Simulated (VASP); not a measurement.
Crystal: BeTe.

```
CELL_PARAMETERS angstrom
0.00000 2.77000 2.77000
2.77000 0.00000 2.77000
2.77000 2.77000 0.00000
ATOMIC_POSITIONS crystal
Be 0.00000 0.00000 0.00000
Te 0.25000 0.25000 0.25000
```

| Quantity | Value |
| --- | --- |
| Program | VASP 6.6.1 |
| Task | relaxation of cell and atoms |
| Functional | PBE |
| Dispersion | D3(BJ) |
| Potentials or basis | VASP PAW PBE potentials, release 64 (Be, Te) |
| Cutoff | 600 eV |
| k mesh | 6 × 6 × 6 |
| Occupations | methfessel-paxton, width 0.1 eV |
| Spin | no spin polarisation |

At the start: pressure 1.7 GPa; volume 21.25 Å³/atom.

Problem. How do energy, volume and symmetry change on relaxing?

Solution. Over 3 steps the energy falls by 2.8 meV/atom and the volume is 21.80 Å³/atom (+2.6 %); space group F-43m (No. 216, to 0.1 Å) before and after.

The path:
```tsv
step	energy change (eV)	largest force (eV/Å)	pressure (GPa)	volume (Å³)
1	0.0000	0.0000	1.66	42.51
2	-0.0052	0.0000	-0.38	43.88
3	-0.0055	0.0000	0.01	43.60
```

Final structure:
```xyz
2
Lattice="0.0000 2.7936 2.7936 2.7936 0.0000 2.7936 2.7936 2.7936 0.0000" Properties=species:S:1:pos:R:3 pbc="T T T"
Be    0.0000    0.0000    0.0000
Te    1.3968    1.3968    1.3968
```
